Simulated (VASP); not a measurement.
The system is Ti.

```xyz
2
Lattice="0.0000 2.8780 2.8780 2.8780 0.0000 2.8780 2.8780 2.8780 0.0000" Properties=species:S:1:pos:R:3 pbc="T T T"
Ti    0.7195    0.7195    0.7195
Ti    5.0365    5.0365    5.0365
```

This isn't the form of Ti at room conditions, which is hcp.

| Property | Result |
| --- | --- |
| Program | VASP 6.6.1 |
| Task | relaxation of cell and atoms |
| Functional | r2SCAN |
| Potentials or basis | VASP PAW PBE potentials, release 64 (Ti_sv) |
| Cutoff | 600 eV |
| k mesh | 10 × 10 × 10 |
| Occupations | fermi-dirac, width 0.05 eV |
| Spin | collinear spin |
| Starting moments | [1.0, 1.0] μB |

At the start: pressure 6.9 GPa; volume 23.84 Å³/atom.

Task: How do energy, volume and symmetry change on relaxing?

Result: Over 4 steps the energy falls by 99.7 meV/atom and the volume is 28.74 Å³/atom (+20.6 %); space group Fd-3m (No. 227, to 0.1 Å) before and after; moment 5.55 μB per cell.

Step by step:
```csv
step,energy change (eV),largest force (eV/Å),pressure (GPa),volume (Å³)
1,0.0000,0.0000,6.93,47.68
2,-0.1882,0.0000,1.47,55.15
3,-0.1988,0.0000,-0.35,58.08
4,-0.1993,0.0000,0.01,57.49
```

Final structure:
```
Ti
1.0
     0.00000    3.06321    3.06321
     3.06321    0.00000    3.06321
     3.06321    3.06321    0.00000
Ti
2
Direct
  0.12500 0.12500 0.12500
  0.87500 0.87500 0.87500
```

Caveat: the volume moved by over 15 % at a fixed basis, so the end points are rough; the PAW data sets were made with another functional, which shifts forces and pressure a little.
